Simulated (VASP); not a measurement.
Input of a VASP 6.6.1 run:

Contents of INCAR:

```
SYSTEM = Pt
PREC = Accurate ; ENCUT = 520
EDIFF = 1E-7 ; ISMEAR = 1
SIGMA = 0.05 ; LREAL = .FALSE.
LASPH = .TRUE. ; NELM = 100
ALGO = Normal ; ISIF = 2
LWAVE = .FALSE. ; LCHARG = .TRUE.
GGA = PE ; LELF = .TRUE.
LVHAR = .TRUE. ; NBANDS = 11
```

Contents of KPOINTS:

```
Automatic mesh
0
G
  17 17 17
  0 0 0
```

The input POSCAR:

```
Pt
1.0
    2.6056725453      0.0000000000      0.0000000000
    0.0000000000      2.6056725453      0.0000000000
    0.0000000000      0.0000000000      2.6056725453
Pt
1
Direct
    0.0000000000      0.0000000000      0.0000000000
```

Potentials or basis: VASP PAW PBE potentials, release 64 (Pt).

Command:

```sh
$ cat potpaw_PBE.64/Pt/POTCAR > POTCAR
$ mpirun -np 1 vasp_std > vasp.out
```

Q: What does it give for the band gap on the k mesh?

A: Zero (band 5 reaches 10.48 eV, above the bottom of band 6 at 7.45 eV).

Q: Predict the pressure.

A: 3.5 GPa.

Caveat: spin-orbit coupling is left out, which moves the levels of the heavy elements.
